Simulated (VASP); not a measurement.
Hf, 6 atoms in the cell. The cell holds a slab with vacuum, 6 atoms: a = 3.119 Å, b = 4.942 Å, c = 22.303 Å, α = 90.00°, β = 90.00°, γ = 90.00°. 

```yaml
Program: VASP 6.6.1
Task: single point
Functional: LDA
Potentials_or_basis: VASP PAW LDA potentials, release 64 (Hf_pv)
Cutoff: 520 eV
k_mesh: 12 × 8 × 1
Occupations: fermi-dirac, width 0.05 eV
Spin: no spin polarisation
Dipole_correction: yes
Further_INCAR_settings: ALGO = Normal; EDIFF = 1e-07; NBANDS = 39
```

Potentials or basis: VASP PAW LDA potentials, release 64 (Hf_pv).

Run with:

```sh
$ cat potpaw_LDA.64/Hf_pv/POTCAR > POTCAR
$ mpirun -np 1 vasp_std > vasp.out
```

Hardware: 1 thread of Intel(R) Xeon(R) 6975P-C (Granite Rapids), on a shared host.

**Question.** How long does it take, and how much memory?

**Answer.** It took 8.5 min on 1 thread of Intel(R) Xeon(R) 6975P-C (Granite Rapids) (shared host), peak memory 0.52 GiB. Counts: scf iterations 30, k points 35.
